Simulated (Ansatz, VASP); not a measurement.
# NaCl in VASP and in Ansatz

```
Cl Na
1.0
     3.43070    0.00000    0.00000
     0.00000    3.43070    0.00000
     0.00000    0.00000    3.43070
Cl Na
1 1
Direct
  0.50000 0.50000 0.50000
  0.00000 0.00000 0.00000
```

Alike in both runs: task single point; functional PBE; k mesh 8 × 8 × 8; occupations fermi-dirac, width 0.05 eV; no spin polarisation.

```csv
,VASP,Ansatz
version,VASP 6.6.1,Ansatz 0.2.0
potentials or method,"VASP PAW PBE potentials, release 64 (Cl, Na_pv)",Ansatz PAW soft_1
plane-wave cutoff (eV),520,420
valence electrons in the cell,14,16
```

Ansatz gave:

| Item | Value |
| --- | --- |
| gap on the k mesh at the Fermi level (eV) | 4.20 |
| least direct gap on the mesh (eV) | 4.74 |
| pressure (GPa) | 2.0 |

Q: What did VASP give for the same quantities?

A: gap on the k mesh at the Fermi level (eV): 4.20; least direct gap on the mesh (eV): 4.74; pressure (GPa): 1.9.

The functional is the same, so the differences come from potentials, cutoffs and numerics. VASP's potentials hold 14 valence electrons a cell and Ansatz's 16, so a difference there can come from the potentials and not from the codes.
